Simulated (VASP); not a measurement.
# Sb (Pm-3m) in VASP: further runs

Sb is run at these levels: r2SCAN, PBE; tasks: single point.

Program: VASP 6.6.1. These are calculated values, not measurements. Logs are shortened: lines on timing, memory, paths and dates and some standing lists are left out, and cuts for length are marked.

### Step 1. The cell of the first run

Symmetry: Pm-3m, No. 221, cubic system. The conventional cell has a = 3.160 Å, b = 3.160 Å, c = 3.160 Å, α = 90.00°, β = 90.00°, γ = 90.00°. Sb (site symmetry m-3m) has 6 Sb at 3.16 Å within 4.2 Å.

### Step 2. Single point, r2SCAN

POSCAR

```
Sb
1.0
    3.1600000000      0.0000000000      0.0000000000
    0.0000000000      3.1600000000      0.0000000000
    0.0000000000      0.0000000000      3.1600000000
Sb
1
Direct
    0.0000000000      0.0000000000      0.0000000000
```

INCAR.step1

```
SYSTEM = Sb
ALGO = Normal
EDIFF = 1E-4
ENCUT = 520
GGA = PE
ISMEAR = -1
LASPH = .True.
LCHARG = .False.
LREAL = .False.
LWAVE = .True.
NBANDS = 8
NELM = 100
PREC = Accurate
SIGMA = 0.05
```

INCAR.step2

```
SYSTEM = Sb
ALGO = Normal
EDIFF = 1E-6
ENCUT = 520
ISIF = 2
ISMEAR = -1
ISTART = 1
LASPH = .True.
LCHARG = .False.
LMIXTAU = .True.
LREAL = .False.
LWAVE = .False.
METAGGA = R2SCAN
NBANDS = 8
NELM = 100
PREC = Accurate
SIGMA = 0.05
```

KPOINTS

```
k-points
0
Gamma
  7 7 7
  0 0 0
```

Potentials or basis: VASP PAW PBE potentials, release 64 (Sb).

The run is started by

```console
> cat potpaw_PBE.64/Sb/POTCAR > POTCAR
> cp INCAR.step1 INCAR
> mpirun -np 1 vasp_std > vasp.out
> cp INCAR.step2 INCAR
> mpirun -np 1 vasp_std > vasp.out
```

OUTCAR:

```text
SYSTEM = Sb
   EDIFF = 1E-6
   ENCUT = 520
   ISIF = 2
   ISMEAR = -1
   ISTART = 1
   LASPH = .True.
   LREAL = .False.
   METAGGA = R2SCAN
   NELM = 100
   PREC = Accurate

 ion  position               nearest neighbor table
   1  0.000  0.000  0.000-

  LATTYP: Found a simple cubic cell.
 ALAT       =     3.1600000000

  Lattice vectors:

 A1 = (   3.1600000000,   0.0000000000,   0.0000000000)
 A2 = (   0.0000000000,   3.1600000000,   0.0000000000)
 A3 = (   0.0000000000,   0.0000000000,   3.1600000000)

Analysis of symmetry for initial positions (statically):
=====================================================================
 Subroutine PRICEL returns:
 Original cell was already a primitive cell.

 Routine SETGRP: Setting up the symmetry group for a
 simple cubic supercell.

 Subroutine GETGRP returns: Found 48 space group operations
 (whereof 48 operations were pure point group operations)
 out of a pool of 48 trial point group operations.

The static configuration has the point symmetry O_h .

Analysis of symmetry for dynamics (positions and initial velocities):
=====================================================================
 Subroutine PRICEL returns:
 Original cell was already a primitive cell.

 Routine SETGRP: Setting up the symmetry group for a
 simple cubic supercell.

 Subroutine GETGRP returns: Found 48 space group operations
 (whereof 48 operations were pure point group operations)
 out of a pool of 48 trial point group operations.

The dynamic configuration has the point symmetry O_h .

 Subroutine INISYM returns: Found 48 space group operations
 (whereof 48 operations are pure point group operations),
 and found     1 'primitive' translations

----------------------------------------------------------------------------------------

                                     Primitive cell

  volume of cell :      31.5545

  direct lattice vectors                    reciprocal lattice vectors
     3.160000000  0.000000000  0.000000000     0.316455696  0.000000000  0.000000000
     0.000000000  3.160000000  0.000000000     0.000000000  0.316455696  0.000000000
     0.000000000  0.000000000  3.160000000     0.000000000  0.000000000  0.316455696

  length of vectors
     3.160000000  3.160000000  3.160000000     0.316455696  0.316455696  0.316455696

  position of ions in fractional coordinates (direct lattice)
     0.000000000  0.000000000  0.000000000

  ion indices of the primitive-cell ions
   primitive index   ion index
                 1           1

----------------------------------------------------------------------------------------

 KPOINTS: k-points

Automatic generation of k-mesh.
 Grid dimensions read from file:
 generate k-points for:    7    7    7

 Generating k-lattice:

  Cartesian coordinates                     Fractional coordinates (reciprocal lattice)
     0.045207957  0.000000000  0.000000000     0.142857143  0.000000000  0.000000000
     0.000000000  0.045207957  0.000000000     0.000000000  0.142857143  0.000000000
     0.000000000  0.000000000  0.045207957     0.000000000  0.000000000  0.142857143

  Length of vectors
     0.045207957  0.045207957  0.045207957

  Shift w.r.t. Gamma in fractional coordinates (k-lattice)
     0.000000000  0.000000000  0.000000000

 Subroutine IBZKPT returns following result:
 ===========================================

 Found     20 irreducible k-points:

 Following reciprocal coordinates:
            Coordinates               Weight
  0.000000  0.000000  0.000000      1.000000
  0.142857  0.000000  0.000000      6.000000
  0.285714  0.000000  0.000000      6.000000
  0.428571  0.000000  0.000000      6.000000
  0.142857  0.142857  0.000000     12.000000
  0.285714  0.142857  0.000000     24.000000
[... 12 lines left out ...]
  0.428571  0.428571  0.285714     24.000000
  0.428571  0.428571  0.428571      8.000000
   k-points           NKPTS =     20   k-points in BZ     NKDIM =     20   number of bands    NBANDS=      8
   number of dos      NEDOS =    301   number of ions     NIONS =      1
   total plane-waves  NPLWV =  13824
   dimension x,y,z NGX =    24 NGY =   24 NGZ =   24
   dimension x,y,z NGXF=    48 NGYF=   48 NGZF=   48
   ions per type =               1
   NGX,Y,Z   is equivalent  to a cutoff of  12.63, 12.63, 12.63 a.u.
   NGXF,Y,Z  is equivalent  to a cutoff of  25.25, 25.25, 25.25 a.u.
 SYSTEM =  Sb
   PREC   = accura    normal or accurate (medium, high low for compatibility)
   ISTART =      1    job   : 0-new  1-cont  2-samecut
   ICHARG =      0    charge: 1-file 2-atom 10-const
   ISPIN  =      1    spin polarized calculation?
   LNONCOLLINEAR =      F non collinear calculations
   LSORBIT =      F    spin-orbit coupling
   LASPH  =      T    aspherical Exc in radial PAW
   ENCUT  =  520.0 eV  38.22 Ry    6.18 a.u.   5.88  5.88  5.88*2*pi/ulx,y,z
   NELM   =    100;   NELMIN=  2; NELMDL=  0     # of ELM steps
   EDIFF  = 0.1E-05   stopping-criterion for ELM
   LREAL  =      F    real-space projection
   EDIFFG = 0.1E-04   stopping-criterion for IOM
   NSW    =      0    number of steps for IOM
   IBRION =     -1    ionic relax: 0-MD 1-quasi-New 2-CG
   NFREE  =      0    steps in history (QN), initial steepest desc. (CG)
   ISIF   =      2    stress and relaxation
   ISYM   =      2    0-nonsym 1-usesym 2-fastsym
   POTIM  = 0.5000    time-step for ionic-motion
   TEBEG  =    0.0;   TEEND  =   0.0 temperature during run
   PSTRESS=    0.0 pullay stress
   NELECT =       5.0000    total number of electrons
   NUPDOWN=      -1.0000    fix difference up-down
   EMIN   =  10.00;   EMAX   =-10.00  energy-range for DOS
   EFERMI =   0.00;   METHOD = LEGACY
   ISMEAR =    -1;   SIGMA  =   0.05  broadening in eV -4-tet -1-fermi 0-gaus
   EFERMI_NEDOS =   21; number of points for ismear=-14 and -15
   IALGO  =     38    algorithm
   IMIX   =      4    mixing-type and parameters
     AMIX     =   0.40;   BMIX     =  1.00
     AMIX_MAG =   1.60;   BMIX_MAG =  1.00
  volume/ion in A,a.u.               =      31.55       212.94
  Fermi-wavevector in a.u.,A,eV,Ry     =   0.885886  1.674081 10.677766  0.784794
  Thomas-Fermi vector in A             =   2.006979
   LORBIT       =      0    0 simple, 1 ext, 2 COOP (PROOUT), +10 PAW based schemes
   METAGGA = R2SCAN    functional components
   LHFCALC =     F    Hartree Fock is set to
   AEXX    =    0.0000 exact exchange contribution
   IVDW    =     0    specifies the selected vdW correction
   LEPSILON=     F    determine dielectric tensor
   LRPA    =     F    only Hartree local field effects (RPA)
 non-spin polarized calculation
  energy-cutoff  :      520.00
  volume of cell :       31.55
 maximum number of plane-waves:       870
 NGX is ok and might be reduce to    24
   NGX = 11   NGY = 11   NGZ = 11

 number of electron       5.0000001 magnetization

 Free energy of the ion-electron system (eV)
  ---------------------------------------------------
  ext. energy  EPLUGINS =         0.00000000
  ---------------------------------------------------
  free energy    TOTEN  =       -25.64752045 eV

  energy without entropy =      -25.64312752  energy(sigma->0) =      -25.64532398

 E-fermi :   6.1624     XC(G=0):  -9.8593

 val. band max:        5.8528343826   @ k =   0.4286   0.2857   0.1429
 cond. band min:       6.2114111168   @ k =   0.4286   0.2857   0.2857
 fundamental gap:      0.3585767342
 Fermi energy:         6.1624243414

 k-point     1 :       0.0000    0.0000    0.0000
  band No.  band energies     occupation
      1      -6.1775      2.00000
      2       9.6521      0.00000
      3       9.6521      0.00000
      4       9.6521      0.00000
      5      13.5617      0.00000
      6      13.5617      0.00000
      7      15.1330      0.00000
      8      24.4899      0.00000

 k-point     2 :       0.1429    0.0000    0.0000
  band No.  band energies     occupation
      1      -5.8850      2.00000
      2       7.0351      0.00000
      3       9.9334      0.00000
      4       9.9334      0.00000
      5      13.7974      0.00000
      6      14.7095      0.00000
      7      17.2648      0.00000
      8      22.5742      0.00000

 k-point     3 :       0.2857    0.0000    0.0000
  band No.  band energies     occupation
      1      -5.0582      2.00000
      2       3.6615      2.00000
      3      10.6759      0.00000
      4      10.6759      0.00000
      5      14.4723      0.00000
      6      15.6068      0.00000
      7      20.1277      0.00000
      8      20.1277      0.00000

 k-point     4 :       0.4286    0.0000    0.0000
  band No.  band energies     occupation
      1      -4.0304      2.00000
      2       1.2760      2.00000
      3      11.4588      0.00000
      4      11.4588      0.00000
      5      15.3511      0.00000
      6      16.9444      0.00000
      7      18.4387      0.00000
      8      18.4387      0.00000

 k-point     5 :       0.1429    0.1429    0.0000
  band No.  band energies     occupation
      1      -5.5922      2.00000
      2       7.1519      0.00000
      3       7.4910      0.00000
      4      10.2156      0.00000
      5      14.4633      0.00000
      6      16.9255      0.00000
      7      17.6589      0.00000
      8      20.2062      0.00000
[... 133 lines left out ...]
 k-point    18 :       0.4286    0.2857    0.2857
  band No.  band energies     occupation
      1      -1.7157      2.00000
      2       3.2763      2.00000
      3       6.2114      0.54589
      4       7.1148      0.00000
      5      12.3137      0.00000
      6      13.1580      0.00000
      7      15.7920      0.00000
      8      19.7667      0.00000

 k-point    19 :       0.4286    0.4286    0.2857
  band No.  band energies     occupation
      1      -0.5850      2.00000
      2       3.9854      2.00000
      3       4.1828      2.00000
      4       7.5720      0.00000
      5      10.7119      0.00000
      6      13.7524      0.00000
      7      13.9120      0.00000
      8      17.6144      0.00000

 k-point    20 :       0.4286    0.4286    0.4286
  band No.  band energies     occupation
      1       0.6254      2.00000
      2       4.7288      2.00000
      3       4.7288      2.00000
      4       5.2196      2.00000
      5      11.5844      0.00000
      6      12.0408      0.00000
      7      12.0408      0.00000
      8      15.3494      0.00000

------------------------ aborting loop because EDIFF is reached ----------------------------------------

  FORCE on cell =-STRESS in cart. coord.  units (eV):
  Direction    XX          YY          ZZ          XY          YZ          ZX
  --------------------------------------------------------------------------------------
  -------------------------------------------------------------------------------------
  Total       -0.7374750     -0.7374750     -0.7374750     -0.0000000     -0.0000000      0.0000000
  in kB      -37.4452402    -37.4452402    -37.4452402     -0.0000000     -0.0000000      0.0000000
  external PRESSURE =     -37.4452402 kB  Pullay stress =       0.0000000 kB

 VOLUME and BASIS-vectors are now :
 -----------------------------------------------------------------------------
  energy-cutoff  :      520.00
  volume of cell :       31.55
      direct lattice vectors                 reciprocal lattice vectors
     3.160000000  0.000000000  0.000000000     0.316455696  0.000000000  0.000000000
     0.000000000  3.160000000  0.000000000     0.000000000  0.316455696  0.000000000
     0.000000000  0.000000000  3.160000000     0.000000000  0.000000000  0.316455696

 POSITION                                       TOTAL-FORCE (eV/Angst)
 -----------------------------------------------------------------------------------
      0.00000      0.00000      0.00000         0.000000      0.000000      0.000000
 -----------------------------------------------------------------------------------
    total drift:                                0.000000      0.000000      0.000000

  FREE ENERGIE OF THE ION-ELECTRON SYSTEM (eV)
  ---------------------------------------------------
  free  energy   TOTEN  =       -25.6475204463 eV

  energy  without entropy=      -25.6431275229  energy(sigma->0) =      -25.64532398
```

Wall time 40 s (1 thread of Intel Xeon 8259CL, shared host); peak memory 0.14 GiB.

Results:

```yaml
Free_energy: -25.6475 eV
Pressure: -3.7 GPa
```

Caveat: the PAW data sets were made with another functional, which shifts forces and pressure a little; spin-orbit coupling is left out, which moves the levels of the heavy elements.

### Step 3. Single point, PBE, non-collinear spin, zero start, spin-orbit coupling

INCAR

```
SYSTEM = Sb
  PREC = Accurate
  ENCUT = 520
  EDIFF = 1E-6
  ISMEAR = 0
  SIGMA = 0.05
  LREAL = .False.
  LASPH = .True.
  NELM = 150
  ALGO = Normal
  ISIF = 2
  LWAVE = .False.
  LCHARG = .False.
  MAGMOM = 0 0 0
  LORBIT = 11
  LSORBIT = .True.
  GGA_COMPAT = .False.
  LORBMOM = .True.
  GGA = PE
  NBANDS = 16
```

KPOINTS

```
Automatic mesh
0
Gamma
  8 8 8
  0 0 0
```

POSCAR is that of step 2.

Potentials or basis: VASP PAW PBE potentials, release 64 (Sb).

The run is started by

```console
> cat potpaw_PBE.64/Sb/POTCAR > POTCAR
> mpirun -np 1 vasp_ncl > vasp.out
```

Run time: 51 s. Hardware: 1 thread of Intel Xeon 8259CL, shared host; peak memory 0.2 GiB.

Results (log left out):

```yaml
Free_energy: -4.1282 eV
Pressure: -2.1 GPa
Net_moment: 0.00 μB per cell
Valence_electrons_inside_the_program's_atomic_spheres: Sb 2.35
```

Moments on the atoms (μB; x, y, z):
```
Sb  0.00 0.00 0.00
```

### Step 4. Single point, PBE, non-collinear spin, zero start, spin-orbit coupling

INCAR

```
PREC     = Accurate       # precision mode
ENCUT    = 520            # plane-wave cutoff, eV
EDIFF    = 1E-6           # SCF threshold, eV
ISMEAR   = 0              # smearing method
SIGMA    = 0.05           # smearing width, eV
LREAL    = False          # projectors in reciprocal space
LASPH    = True           # aspherical terms in the spheres
NELM     = 150            # most SCF steps
ALGO     = Normal         # electronic algorithm
ISIF     = 2              # what is computed and relaxed
LWAVE    = False          # write WAVECAR
LCHARG   = False          # write CHGCAR
MAGMOM   = 0 0 0          # initial moments
LORBIT   = 11             # projections on sites
LSORBIT  = True           # spin-orbit coupling
GGA_COMPAT= False        
LORBMOM  = True         
GGA      = PE             # functional
NBANDS   = 16             # bands
```

KPOINTS

```
Automatic mesh
0
Gamma
  10 10 10
```

POSCAR is that of step 3.

The run is started by

```console
> cat potpaw_PBE.64/Sb/POTCAR > POTCAR
> mpirun -np 1 vasp_ncl > vasp.out
```

Wall time 86 s (1 thread of Intel Xeon 8259CL, shared host); peak memory 0.21 GiB.

Results (log left out):

```
Free energy                                           : -4.1646 eV
Pressure                                              : -2.5 GPa
Net moment                                            : 0.00 μB per cell
Valence electrons inside the program's atomic spheres : Sb 2.35
```

Moments on the atoms (μB; x, y, z):
```
Sb  0.00 0.00 0.00
```

### Step 5. Single point, PBE, non-collinear spin, zero start, spin-orbit coupling

INCAR

```
SYSTEM = Sb
PREC = Accurate ; ENCUT = 520
EDIFF = 1E-6 ; ISMEAR = 0
SIGMA = 0.05 ; LREAL = .False.
LASPH = .True. ; NELM = 150
ALGO = Normal ; ISIF = 2
LWAVE = .False. ; LCHARG = .False.
LNONCOLLINEAR = .True. ; MAGMOM = 0 0 0
LORBIT = 11 ; LSORBIT = .True.
GGA_COMPAT = .False. ; LORBMOM = .True.
GGA = PE ; NBANDS = 16
```

KPOINTS

```
regular mesh
0
Gamma
  12 12 12
  0 0 0
```

POSCAR is that of step 4.

The run is started by

```console
> cat potpaw_PBE.64/Sb/POTCAR > POTCAR
> mpirun -np 1 vasp_ncl > vasp.out
```

Run time: 98 s. Hardware: 1 thread of Intel Xeon 8259CL, shared host; peak memory 0.23 GiB.

Results (log left out):

| Property | Result |
| --- | --- |
| Free energy | -4.1331 eV |
| Pressure | -2.2 GPa |
| Net moment | 0.00 μB per cell |
| Valence electrons inside the program's atomic spheres | Sb 2.35 |

Moments on the atoms (μB; x, y, z):
```
Sb  0.00 0.00 0.00
```

### Step 6. Summary

```csv
level,spin,k mesh,smearing,pressure (GPa),moment (μB)
r2SCAN,off,7 × 7 × 7,fermi-dirac 0.05 eV,-3.7,-
PBE,"non-collinear, zero start, SOC",8 × 8 × 8,gaussian 0.05 eV,-2.1,0.00
PBE,"non-collinear, zero start, SOC",10 × 10 × 10,gaussian 0.05 eV,-2.5,0.00
PBE,"non-collinear, zero start, SOC",12 × 12 × 12,gaussian 0.05 eV,-2.2,0.00
```

Alike in all rows: task single point; potentials or basis VASP PAW PBE potentials, release 64 (Sb); cell as given; cutoff (eV) 520.

The pressure there spans -3.7 GPa (r2SCAN) to -2.1 GPa (PBE); a positive pressure means that this level wants a larger cell, a negative one a smaller.

Caveats: the PAW data sets were made with another functional, which shifts forces and pressure a little (some runs); spin-orbit coupling is left out, which moves the levels of the heavy elements (some runs).

Total energies depend on the potentials used, so only differences within one code and one set of settings carry meaning.
